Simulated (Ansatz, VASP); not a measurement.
## Si3As in VASP and in Ansatz

```
CELL_PARAMETERS angstrom
-3.58207 0.00296 -0.29215
-0.51473 0.00106 -5.67935
-0.00368 -6.69962 -0.00020
ATOMIC_POSITIONS crystal
Si 0.32017 0.71981 0.73488
Si 0.32102 0.71839 0.26476
Si 0.67851 0.28167 0.76520
Si 0.68034 0.27991 0.23517
Si 0.85933 0.58358 0.49998
Si 0.14073 0.41648 0.00021
As 0.25314 0.12817 0.49990
As 0.74675 0.87200 0.99991
```

Change from the starting cell: cell x2, atoms moved at random (sigma 0.05 Å) and cell strained at random (1.5 %), then relaxed without symmetry.

Alike in both runs: functional PBE; k mesh 6 × 4 × 4; occupations gaussian, width 0.2 eV; no spin polarisation.

Ansatz relaxed the structure, and its values are those at the end. VASP's run is a single point on that final structure, the one shown.

```csv
,VASP,Ansatz
version,VASP 6.6.1,Ansatz 0.2.0
potentials or method,"VASP PAW PBE potentials, release 64 (Si, As), cutoff 520 eV","scalar-relativistic, plane waves, PAW"
valence electrons in the cell,34,54
```

Ansatz gave:

* gap on the k mesh at the Fermi level (eV): none
* pressure (GPa): 0.1
* rms of the force components (eV/Å): 0.005

**Question.** What did VASP give for the same quantities?

**Answer.** gap on the k mesh at the Fermi level (eV): none; pressure (GPa): 0.2; rms of the force components (eV/Å): 0.008.

A gap of «none» marks a metal or a gap that the smearing closes. VASP's potentials hold 34 valence electrons a cell and Ansatz's 54, so a difference there can come from the potentials and not from the codes.
